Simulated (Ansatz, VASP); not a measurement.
**Al in VASP and in Ansatz**

File INCAR:

```
SYSTEM = Al
ALGO = Normal
EDIFF = 1E-6
ENCUT = 520
GGA = RP
ISIF = 2
ISMEAR = -1
LASPH = .TRUE.
LCHARG = .FALSE.
LREAL = .FALSE.
LWAVE = .FALSE.
NBANDS = 14
NELM = 100
PREC = Accurate
SIGMA = 0.1
```

Contents of KPOINTS:

```
k-points
0
G
  14 14 4
  0 0 0
```

Contents of POSCAR:

```
Al
1.0
    2.7848219260      0.0000000000      0.0000000000
   -1.3924109630      2.4117265329      0.0000000000
    0.0000000000      0.0000000000      9.2411606155
Al
4
Direct
    0.0000000000      1.0000000000      0.0000000000
    0.0000000000      1.0000000000      0.5000000000
    0.3333333333      0.6666666667      0.2500000000
    0.6666666667      0.3333333333      0.7500000000
```

Input for Ansatz:

```yaml
crystal:
  lattice:
    - [2.784821926, 0.0, 0.0]
    - [-1.392410963, 2.4117265329, 0.0]
    - [0.0, 0.0, 9.2411606155]
  atoms:
    - { symbol: Al, position: [0.0, 1.0, 0.0] }
    - { symbol: Al, position: [0.0, 1.0, 0.5] }
    - { symbol: Al, position: [0.3333333333, 0.6666666667, 0.25] }
    - { symbol: Al, position: [0.6666666667, 0.3333333333, 0.75] }
hamiltonian:
  xc: rpbe
  pseudopotentials:
    kind: paw
    azcp:
      Al: "pseudopotentials/Al.paw.azcp"
basis:
  ecutwfc: 420
  fft_grid_basis: typed
kpoints:
  mp_grid: { grid: [14, 14, 4], shift: [0, 0, 0] }
magnetization:
  spin_polarized: false
scf:
  occupations: { method: fermi_dirac, width: 0.1 }
  lower_state_search: "off"
output:
  stress: true
  write_density: true
  write_potential: true
  elf: true
  volumetric_format: npy
```

Alike in both runs: task single point; functional RPBE; k mesh 14 × 14 × 4; occupations fermi-dirac, width 0.1 eV; no spin polarisation.

|  | VASP | Ansatz |
| --- | --- | --- |
| version | VASP 6.6.1 | Ansatz 0.2.0 |
| potentials or method | VASP PAW PBE potentials, release 64 (Al), cutoff 520 eV | plane waves (420 eV) with PAW, scalar-relativistic |
| valence electrons in the cell | 12 | 12 |

```csv
,VASP,Ansatz,Ansatz less VASP
pressure (GPa),7.3,7.5,+0.24
"traceless stress, the component that is largest in VASP (GPa)",-0.15,-0.15,-0.003
```

VASP's potentials were made for PBE, not for RPBE.
